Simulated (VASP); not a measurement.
Wanted: the native input for a VASP 6.6.1 run.

* Task: electric field gradients
* Functional: PBEsol
* Potentials or basis: VASP PAW PBE potentials, release 64 (Li_sv, O)
* Cutoff: 650 eV
* k mesh: 9 × 9 × 9
* Occupations: fermi-dirac, width 0.03 eV
* Spin: no spin polarisation
* Dipole correction: no
* Further INCAR settings: ALGO = Normal; EDIFF = 1e-08; NBANDS = 13

The structure of Li2O lies in POSCAR:

```
Li2O
1.0
    0.0000000000      2.3556900000      2.3095000000
    2.3556900000      0.0000000000      2.3095000000
    2.3556900000      2.3556900000      0.0000000000
Li O
2 1
Direct
    0.2500000000      0.2500000000      0.2500000000
    0.7500000000      0.7500000000      0.7500000000
    0.0000000000      0.0000000000      0.0000000000
```

This cell differs from its parent crystal: equal xx and yy strain of +2 %.

The input as run:

INCAR

```
PREC = Accurate
ENCUT = 650
EDIFF = 1E-8
ISMEAR = -1
SIGMA = 0.03
LREAL = False
LASPH = True
NELM = 120
ALGO = Normal
ISIF = 2
LWAVE = False
LCHARG = False
GGA = PS
LEFG = True
NBANDS = 13
GGA_COMPAT = False
```

KPOINTS

```
regular mesh
0
Gamma
  9 9 9
```

Potentials or basis: VASP PAW PBE potentials, release 64 (Li_sv, O).

The run is started by

```bash
$ cat potpaw_PBE.64/Li_sv/POTCAR potpaw_PBE.64/O/POTCAR > POTCAR
$ mpirun -np 1 vasp_std > vasp.out
```

It gave:

The pressure is -5.0 GPa and the band gap on the k mesh is 4.78 eV, indirect (least direct gap 4.85 eV).

Caveat: the cell differs from its parent crystal (equal xx and yy strain of +2 %); without QUAD_EFG the Cq values of the log hold for a quadrupole moment of 1 mb, not for the nuclei; the PAW data sets were made with another functional, which shifts forces and pressure a little.

It took 22 s on 1 thread of Intel(R) Xeon(R) 6975P-C (Granite Rapids) (shared host), peak memory 0.16 GiB.
